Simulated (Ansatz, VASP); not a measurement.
SnO2 in VASP and in Ansatz

File INCAR:

```
SYSTEM = SnO2
  PREC = Accurate
  ENCUT = 520
  EDIFF = 1E-6
  ISMEAR = 0
  SIGMA = 0.05
  LREAL = .FALSE.
  LASPH = .TRUE.
  NELM = 60
  ALGO = Normal
  ISIF = 2
  LWAVE = .FALSE.
  LCHARG = .FALSE.
  GGA = PE
  IVDW = 12
  NBANDS = 64
```

The input KPOINTS:

```
regular mesh
0
G
  6 6 6
  0 0 0
```

POSCAR

```
SnO2
1.0
    3.2373377712      1.8690778337      4.2908446647
   -3.2373377712      1.8690778337      4.2908446647
    0.0000000000     -3.7381556673      4.2908446647
Sn O
4 8
Direct
    0.8599705008      0.8671831367      0.8671831363
    0.3599953017      0.3671898344      0.8671877234
    0.3599953017      0.8671877237      0.3671898340
    0.8599832111      0.3671901698      0.3671901694
    0.1635843587      0.5999409030      0.5999408824
    0.6635906649      0.0999958974      0.5999695188
    0.6635906649      0.5999695394      0.0999958768
    0.6015764653      0.6118177749      0.6118177981
    0.1635854178      0.0999876306      0.0999876099
    0.1016047740      0.1117769859      0.6117679539
    0.1016047740      0.6117679307      0.1117770091
    0.6016534960      0.1117940036      0.1117940268
```

Input for Ansatz:

```yaml
crystal:
  lattice:
    - [3.2373377712, 1.8690778337, 4.2908446647]
    - [-3.2373377712, 1.8690778337, 4.2908446647]
    - [0.0, -3.7381556673, 4.2908446647]
  atoms:
    - { symbol: Sn, position: [0.8599705008, 0.8671831367, 0.8671831363] }
    - { symbol: Sn, position: [0.3599953017, 0.3671898344, 0.8671877234] }
    - { symbol: Sn, position: [0.3599953017, 0.8671877237, 0.367189834] }
    - { symbol: Sn, position: [0.8599832111, 0.3671901698, 0.3671901694] }
    - { symbol: O, position: [0.1635843587, 0.599940903, 0.5999408824] }
    - { symbol: O, position: [0.6635906649, 0.0999958974, 0.5999695188] }
    - { symbol: O, position: [0.6635906649, 0.5999695394, 0.0999958768] }
    - { symbol: O, position: [0.6015764653, 0.6118177749, 0.6118177981] }
    - { symbol: O, position: [0.1635854178, 0.0999876306, 0.0999876099] }
    - { symbol: O, position: [0.101604774, 0.1117769859, 0.6117679539] }
    - { symbol: O, position: [0.101604774, 0.6117679307, 0.1117770091] }
    - { symbol: O, position: [0.601653496, 0.1117940036, 0.1117940268] }
basis:
  ecutwfc: 520.0
kpoints:
  mp_grid: { grid: [6, 6, 6] }
hamiltonian:
  xc: pbe
  pseudopotentials: { kind: paw, azcp: { folder: soft_1 } }
  dispersion: d3bj
scf:
  occupations: { method: gaussian, width: 0.05 }
output:
  forces: true
  stress: true
  eigenvalues: true
```

Change from the starting cell: mode 20 frozen in at +0.100 Å and mode 26 at +0.138 Å (largest displacements).

Alike in both runs: task single point; functional PBE; dispersion D3(BJ); k mesh 6 × 6 × 6; occupations gaussian, width 0.05 eV; no spin polarisation.

|  | VASP | Ansatz |
| --- | --- | --- |
| version | VASP 6.6.1 | Ansatz 0.2.0 |
| potentials or method | VASP PAW PBE potentials, release 64 (Sn_d, O), cutoff 520 eV | scalar-relativistic, plane waves, PAW |
| valence electrons in the cell | 104 | 104 |

```csv
,VASP,Ansatz,Ansatz less VASP
gap on the k mesh at the Fermi level (eV),1.42,1.45,+0.023
least direct gap on the mesh (eV),1.44,1.46,+0.021
pressure (GPa),4.1,3.4,-0.68
"traceless stress, the component that is largest in VASP (GPa)",9.01,8.88,-0.126
rms of the force components (eV/Å),0.862,0.840,-0.0226
```

Atom by atom the forces differ by 0.034 eV/Å (rms over components).
